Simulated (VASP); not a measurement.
Input of a VASP 6.6.1 run:

INCAR

```
ALGO     = Normal         # electronic algorithm
EDIFF    = 1E-6           # SCF threshold, eV
EDIFFG   = -0.02          # ionic threshold
ENCUT    = 600            # plane-wave cutoff, eV
GGA      = PS             # functional
IBRION   = 2              # ionic algorithm
ISIF     = 3              # what is computed and relaxed
ISMEAR   = 0              # smearing method
IVDW     = 12             # dispersion correction
LASPH    = T              # aspherical terms in the spheres
LCHARG   = F              # write CHGCAR
LREAL    = F              # projectors in reciprocal space
LWAVE    = F              # write WAVECAR
NELM     = 60             # most SCF steps
NSW      = 80             # ionic steps
PREC     = Accurate       # precision mode
SIGMA    = 0.1            # smearing width, eV
```

The input KPOINTS:

```
k-points
0
Gamma
  15 15 15
```

The input POSCAR:

```
Al
1.0
   -1.5912186900      1.5912186900      1.5912186900
    1.5912186900     -1.5912186900      1.5912186900
    1.5912186900      1.5912186900     -1.5912186900
Al
1
Direct
    0.0000000000      0.0000000000      0.0000000000
```

Potentials or basis: VASP PAW PBE potentials, release 64 (Al).

Run with:

```sh
$ cat potpaw_PBE.64/Al/POTCAR > POTCAR
$ mpirun -np 1 vasp_std > vasp.out
```

Task: Estimate the dispersion energy per atom.

Result: -0.331 eV.

Task: Estimate the relaxed cell.

Result: a = 2.741 Å, b = 2.741 Å, c = 2.741 Å, α = 109.47°, β = 109.47°, γ = 109.47°.

Task: Estimate the relaxed volume.

Result: 15.86 Å³/atom.

Final structure:
```xyz
1
Lattice="-1.5826 1.5826 1.5826 1.5826 -1.5826 1.5826 1.5826 1.5826 -1.5826" Properties=species:S:1:pos:R:3 pbc="T T T"
Al    1.5826    1.5826    1.5826
```

Caveat: the PAW data sets were made with another functional, which shifts forces and pressure a little; pairwise dispersion overbinds metals, which lowers pressure and volume.
